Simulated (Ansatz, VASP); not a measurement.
**BaS in VASP and in Ansatz**

The input POSCAR:

```
BaS
1.0
    4.5434723038      0.0000000000      0.0000000000
    0.0000000000      4.5434723038      0.0000000000
    0.0000000000      0.0000000000     24.6381602284
Ba S
4 4
Direct
    0.5000000000      0.5000000000      0.3044058457
    0.0000000000      0.0000000000      0.4348019486
    0.5000000000      0.5000000000      0.5651980514
    0.0000000000      0.0000000000      0.6955941543
    0.0000000000      0.0000000000      0.3044058457
    0.5000000000      0.5000000000      0.4348019486
    0.0000000000      0.0000000000      0.5651980514
    0.5000000000      0.5000000000      0.6955941543
```

The input INCAR.step1:

```
SYSTEM = BaS
PREC     = Accurate       ! precision mode
ENCUT    = 520            ! plane-wave cutoff, eV
ISMEAR   = 0              ! smearing method
SIGMA    = 0.05           ! smearing width, eV
LREAL    = .FALSE.        ! projectors in reciprocal space
LASPH    = .TRUE.         ! aspherical terms in the spheres
NELM     = 100            ! most SCF steps
LDIPOL   = .TRUE.       
IDIPOL   = 3            
DIPOL    = 0.5 0.5 0.500
NBANDS   = 42             ! bands
GGA      = PE             ! functional
ALGO     = Normal         ! electronic algorithm
EDIFF    = 1E-4           ! SCF threshold, eV
LWAVE    = .TRUE.         ! write WAVECAR
LCHARG   = .FALSE.        ! write CHGCAR
```

The input INCAR.step2:

```
SYSTEM = BaS
PREC     = Accurate       ! precision mode
ENCUT    = 520            ! plane-wave cutoff, eV
EDIFF    = 1E-7           ! SCF threshold, eV
ISMEAR   = 0              ! smearing method
SIGMA    = 0.05           ! smearing width, eV
LREAL    = .FALSE.        ! projectors in reciprocal space
LASPH    = .TRUE.         ! aspherical terms in the spheres
NELM     = 100            ! most SCF steps
ALGO     = Normal         ! electronic algorithm
ISIF     = 2              ! what is computed and relaxed
LWAVE    = .FALSE.        ! write WAVECAR
LCHARG   = .FALSE.        ! write CHGCAR
LDIPOL   = .TRUE.       
IDIPOL   = 3            
DIPOL    = 0.5 0.5 0.500
METAGGA  = R2SCAN         ! meta-GGA
LMIXTAU  = .TRUE.       
NBANDS   = 42             ! bands
ISTART   = 1
```

The input KPOINTS:

```
Automatic mesh
0
G
  6 6 1
  0 0 0
```

Input for Ansatz:

```yaml
crystal:
  lattice:
    - [4.5434723038, 0.0, 0.0]
    - [0.0, 4.5434723038, 0.0]
    - [0.0, 0.0, 24.6381602284]
  atoms:
    - { symbol: Ba, position: [0.5, 0.5, 0.3044058457] }
    - { symbol: S, position: [0.0, 0.0, 0.3044058457] }
    - { symbol: Ba, position: [0.0, 0.0, 0.4348019486] }
    - { symbol: S, position: [0.5, 0.5, 0.4348019486] }
    - { symbol: Ba, position: [0.5, 0.5, 0.5651980514] }
    - { symbol: S, position: [0.0, 0.0, 0.5651980514] }
    - { symbol: Ba, position: [0.0, 0.0, 0.6955941543] }
    - { symbol: S, position: [0.5, 0.5, 0.6955941543] }
basis:
  ecutwfc: 500
kpoints:
  mp_grid: { grid: [6, 6, 1] }
hamiltonian:
  xc: r2scan
scf:
  occupations: { method: gaussian, width: 0.05 }
output:
  forces: true
  stress: true
  eigenvalues: true
efield:
  axis: 3
  dipole_correction: true
```

Alike in both runs: task single point; functional r2SCAN; k mesh 6 × 6 × 1; occupations gaussian, width 0.05 eV; no spin polarisation.

|  | VASP | Ansatz |
| --- | --- | --- |
| version | VASP 6.6.1 | Ansatz 0.2.0 |
| potentials or method | VASP PAW PBE potentials, release 64 (Ba_sv, S), cutoff 520 eV | scalar-relativistic, plane waves, PAW |
| valence electrons in the cell | 64 | 64 |

|  | VASP | Ansatz | Ansatz less VASP |
| --- | --- | --- | --- |
| gap on the k mesh at the Fermi level (eV) | 2.47 | 2.55 | +0.082 |
| least direct gap on the mesh (eV) | 2.47 | 2.55 | +0.082 |
| rms of the force components (eV/Å) | 0.067 | 0.073 | +0.0059 |

VASP's potentials were made for PBE, not for r2SCAN.

Neither program's run includes spin-orbit coupling.
